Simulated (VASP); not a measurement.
SnSe (zincblende type): single point with LDA

SnSe (zincblende type):

```
CELL_PARAMETERS angstrom
0.00000 2.69513 2.69513
2.69513 0.00000 2.69513
2.69513 2.69513 0.00000
ATOMIC_POSITIONS crystal
Sn 0.00000 0.00000 0.00000
Se 0.25000 0.25000 0.25000
```

This cell differs from its parent crystal: volume scaled by 0.55.

```json
{"Program": "VASP 6.6.1", "Task": "single point", "Functional": "LDA", "Potentials or basis": "VASP PAW LDA potentials, release 64 (Sn_d, Se)", "Cutoff": "520 eV", "k mesh": "11 × 11 × 11", "Occupations": "fermi-dirac, width 0.08 eV", "Spin": "no spin polarisation", "Dipole correction": "no", "Further INCAR settings": "ALGO = Normal; EDIFF = 1e-06; NBANDS = 17"}
```

| Property | Result |
| --- | --- |
| Pressure | 67.2 GPa |
| Band gap on the k mesh | zero (band 10 reaches 11.28 eV, above the bottom of band 11 at 9.42 eV) |

Levels at points of the mesh, in eV from the Fermi level:
```tsv
k point	band 6	band 7	band 8	band 9	band 10	band 11	band 12	band 13	band 14	band 15
(0.00, 0.00, 0.00)	-18.73	-4.25	-4.25	-4.25	-3.16	0.80	0.80	0.80	5.93	7.79
```

Wall time 23 s on 1 thread of Intel Xeon 6975P-C (shared host), peak memory 0.16 GiB.

Caveat: spin-orbit coupling is left out, which moves the levels of the heavy elements.
